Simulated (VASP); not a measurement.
**BeZn3Se4: single point with PBE**

The system is BeZn3Se4.

```
Be Zn Se
1.0
     3.94894    0.00000    0.00000
     0.00000    7.93881    0.00000
     0.00000    0.00000    5.57248
Be Zn Se
1 3 4
Direct
  0.50000 0.00000 0.50604
  0.00000 0.76170 0.00005
  0.00000 0.23830 0.00005
  0.50000 0.50000 0.49899
  0.50000 0.76625 0.73537
  0.00000 0.00000 0.28734
  0.50000 0.23375 0.73537
  0.00000 0.50000 0.23680
```

```yaml
Program: VASP 6.6.1
Task: single point
Functional: PBE
Potentials_or_basis: VASP PAW PBE potentials, release 64 (Be, Zn, Se)
Cutoff: 520 eV
k_mesh: 4 × 2 × 4
Occupations: gaussian, width 0.1 eV
Spin: no spin polarisation
```

- Pressure: 0.4 GPa
- Largest force: 0.046 eV/Å
- Band gap on the k mesh: 1.65 eV

Forces in eV/Å, atoms in the order of the input:
```
Be   0.000  0.000 -0.044
Zn   0.000  0.032  0.034
Zn   0.000 -0.032  0.034
Zn   0.000  0.000 -0.031
Se   0.000  0.027 -0.010
Se   0.000  0.000  0.010
Se   0.000 -0.027 -0.010
Se   0.000  0.000  0.018
```

Stress tensor (GPa, compression positive):
```
0.54 0.00 0.00
0.00 0.28 0.00
0.00 0.00 0.37
```

Levels at points of the mesh, in eV from the valence-band top:
| k point | band 28 | band 29 | band 30 | band 31 | band 32 | band 33 | band 34 | band 35 |
| --- | --- | --- | --- | --- | --- | --- | --- | --- |
| (0.00, 0.00, 0.00) | -0.80 | -0.13 | -0.08 | 0.00 | 1.65 | 2.73 | 3.47 | 4.31 |
| (0.50, 0.00, 0.00) | -2.13 | -2.08 | -1.21 | -0.84 | 2.85 | 2.93 | 3.21 | 3.44 |
| (0.00, 0.50, 0.00) | -1.01 | -0.96 | -0.35 | -0.10 | 3.27 | 3.31 | 3.39 | 3.91 |
| (0.50, 0.50, 0.00) | -2.24 | -1.95 | -1.81 | -1.75 | 3.83 | 3.86 | 4.11 | 4.12 |
| (0.00, 0.00, 0.50) | -0.97 | -0.84 | -0.82 | -0.73 | 2.64 | 2.74 | 3.64 | 4.06 |
| (0.50, 0.00, 0.50) | -1.21 | -0.95 | -0.85 | -0.73 | 2.52 | 2.73 | 5.51 | 5.55 |
| (0.00, 0.50, 0.50) | -1.02 | -0.98 | -0.90 | -0.89 | 3.42 | 3.53 | 3.64 | 3.74 |
| (0.50, 0.50, 0.50) | -1.60 | -1.50 | -1.49 | -1.44 | 4.00 | 4.09 | 4.29 | 4.97 |

Wall time 110 s on 1 thread of Intel(R) Xeon(R) 6975P-C (Granite Rapids), on a shared host, peak memory 0.32 GiB.
